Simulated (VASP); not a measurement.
Set up this calculation in VASP 6.6.1, as the native input.

```
Task                   : single point
Functional             : LDA
Potentials or basis    : VASP PAW LDA potentials, release 64 (Sr_sv, S, O)
Cutoff                 : 520 eV
k mesh                 : 8 × 8 × 6
Occupations            : gaussian, width 0.05 eV
Spin                   : no spin polarisation
Dipole correction      : no
Further INCAR settings : ALGO = Normal; EDIFF = 1e-06; NBANDS = 24
```

The structure of Sr2SO lies in POSCAR:

```
Sr2SO
1.0
    3.8410751500      0.0000000000      0.0000000000
    0.0000000000      3.8410751500      0.0000000000
    0.0000000000      0.0000000000      5.7180000000
Sr S O
2 1 1
Direct
    0.0000000000      0.0000000000      0.0000000000
    0.5000000000      0.5000000000      0.5000000000
    0.0000000000      0.0000000000      0.5000000000
    0.5000000000      0.5000000000      0.0000000000
```

This cell differs from its parent crystal: strain -0.050 along x and y, +0.000 along z.

These files were run (other wordings do the same):

INCAR

```
SYSTEM = Sr2SO
ALGO = Normal
EDIFF = 1E-6
ENCUT = 520
GGA = CA
ISIF = 2
ISMEAR = 0
LASPH = .True.
LCHARG = .True.
LELF = .True.
LREAL = .False.
LVHAR = .True.
LWAVE = .False.
NBANDS = 24
NELM = 60
PREC = Accurate
SIGMA = 0.05
```

KPOINTS

```
k-points
0
Gamma
  8 8 6
  0 0 0
```

Potentials or basis: VASP PAW LDA potentials, release 64 (Sr_sv, S, O).

Run with:

```bash
$ cat potpaw_LDA.64/Sr_sv/POTCAR potpaw_LDA.64/S/POTCAR potpaw_LDA.64/O/POTCAR > POTCAR
$ mpirun -np 1 vasp_std > vasp.out
```

Results of the run:

| Item | Value |
| --- | --- |
| Pressure | 2.5 GPa |
| Band gap on the k mesh | 1.95 eV, direct |

Caveat: the cell differs from its parent crystal (strain -0.050 along x and y, +0.000 along z).

It took 61 s on 1 thread of AMD EPYC 9R45 96-Core Processor (Zen 5), with other jobs on the host, peak memory 0.22 GiB.
